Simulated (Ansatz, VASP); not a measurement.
Zn in VASP and in Ansatz

File INCAR:

```
PREC = Accurate
ENCUT = 520
EDIFF = 1E-6
ISMEAR = -1
SIGMA = 0.08
LREAL = F
LASPH = T
NELM = 60
ALGO = Normal
ISIF = 2
LWAVE = F
LCHARG = F
GGA = PE
NBANDS = 12
```

KPOINTS

```
Automatic mesh
0
Gamma
  17 17 17
```

The input POSCAR:

```
Zn
1.0
    2.4410052518      0.0000000000      0.0000000000
    0.0000000000      2.4410052518      0.0000000000
    0.0000000000      0.0000000000      2.4410052518
Zn
1
Direct
    0.0000000000      0.0000000000      0.0000000000
```

Input for Ansatz:

```yaml
crystal:
  lattice:
    - [2.4410052518, 0.0, 0.0]
    - [0.0, 2.4410052518, 0.0]
    - [0.0, 0.0, 2.4410052518]
  atoms:
    - { symbol: Zn, position: [0.0, 0.0, 0.0] }
kpoints:
  mp_grid: { grid: [17, 17, 17] }
scf:
  occupations: { method: fermi_dirac, width: 0.08 }
hamiltonian:
  xc: pbe
  pseudopotentials: { kind: all_electron, lapw: { basis_error: 0.001 } }
output:
  forces: true
  stress: true
  eigenvalues: true
  populations: true
```

Change from the starting cell: volume scaled by 0.8, LAPW.

Alike in both runs: task single point; functional PBE; k mesh 17 × 17 × 17; occupations fermi-dirac, width 0.08 eV; no spin polarisation.

```csv
,VASP,Ansatz
version,VASP 6.6.1,Ansatz 0.2.0
potentials or method,"VASP PAW PBE potentials, release 64 (Zn), cutoff 520 eV","all-electron LAPW, scalar-relativistic"
```

```csv
,VASP,Ansatz,Ansatz less VASP
pressure (GPa),19.4,18.9,-0.44
```

Ansatz ran all-electron here, and VASP with PAW potentials.
